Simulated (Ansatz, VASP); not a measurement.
Si in VASP and in Ansatz

Contents of INCAR:

```
SYSTEM = Si
ALGO     = Normal         ! electronic algorithm
EDIFF    = 1E-6           ! SCF threshold, eV
ENCUT    = 520            ! plane-wave cutoff, eV
GGA      = CA             ! functional
ISIF     = 2              ! what is computed and relaxed
ISMEAR   = -1             ! smearing method
LASPH    = .TRUE.         ! aspherical terms in the spheres
LCHARG   = .FALSE.        ! write CHGCAR
LREAL    = .FALSE.        ! projectors in reciprocal space
LWAVE    = .FALSE.        ! write WAVECAR
NBANDS   = 16             ! bands
NELM     = 100            ! most SCF steps
PREC     = Accurate       ! precision mode
SIGMA    = 0.05           ! smearing width, eV
```

KPOINTS

```
k-points
0
G
  8 8 8
  0 0 0
```

POSCAR

```
Si
1.0
   -3.3474677417      3.3474677417      1.9351170619
    3.3474677417     -3.3474677417      1.9351170619
    3.3474677417      3.3474677417     -1.9351170619
Si
4
Direct
    0.8211989400      0.1788010600      0.0000000000
    0.1788010600      0.8211989400      0.0000000000
    0.8211989400      0.8211989400      0.6423978800
    0.1788010600      0.1788010600      0.3576021200
```

input.yaml

```yaml
crystal:
  lattice:
    - [-3.3474677417, 3.3474677417, 1.9351170619]
    - [3.3474677417, -3.3474677417, 1.9351170619]
    - [3.3474677417, 3.3474677417, -1.9351170619]
  atoms:
    - { symbol: Si, position: [0.82119894, 0.17880106, 0.0] }
    - { symbol: Si, position: [0.17880106, 0.82119894, 0.0] }
    - { symbol: Si, position: [0.82119894, 0.82119894, 0.64239788] }
    - { symbol: Si, position: [0.17880106, 0.17880106, 0.35760212] }
hamiltonian:
  xc: lda
  pseudopotentials: { kind: paw }
kpoints:
  mp_grid: { grid: [8, 8, 8] }
scf:
  occupations: { method: fermi_dirac, width: 0.05 }
output:
  forces: true
  stress: true
  eigenvalues: true
  write_density: true
  write_potential: true
  elf: true
  volumetric_format: npy
```

Alike in both runs: task single point; functional LDA; k mesh 8 × 8 × 8; occupations fermi-dirac, width 0.05 eV; no spin polarisation.

|  | VASP | Ansatz |
| --- | --- | --- |
| version | VASP 6.6.1 | Ansatz 0.2.0 |
| potentials or method | VASP PAW LDA potentials, release 64 (Si) | Ansatz PAW |
| plane-wave cutoff (eV) | 520 | 420 |
| valence electrons in the cell | 16 | 16 |

```csv
,VASP,Ansatz,Ansatz less VASP
gap on the k mesh at the Fermi level (eV),0.15,0.15,-0.003
least direct gap on the mesh (eV),0.30,0.30,+0.001
pressure (GPa),-3.4,-3.4,-0.02
"traceless stress, the component that is largest in VASP (GPa)",-0.20,-0.19,+0.015
rms of the force components (eV/Å),0.028,0.029,+0.0017
```

LDA's correlation is that of Perdew and Zunger in VASP and of Perdew and Wang (1992) in Ansatz. Atom by atom the forces differ by 0.002 eV/Å (rms over components).
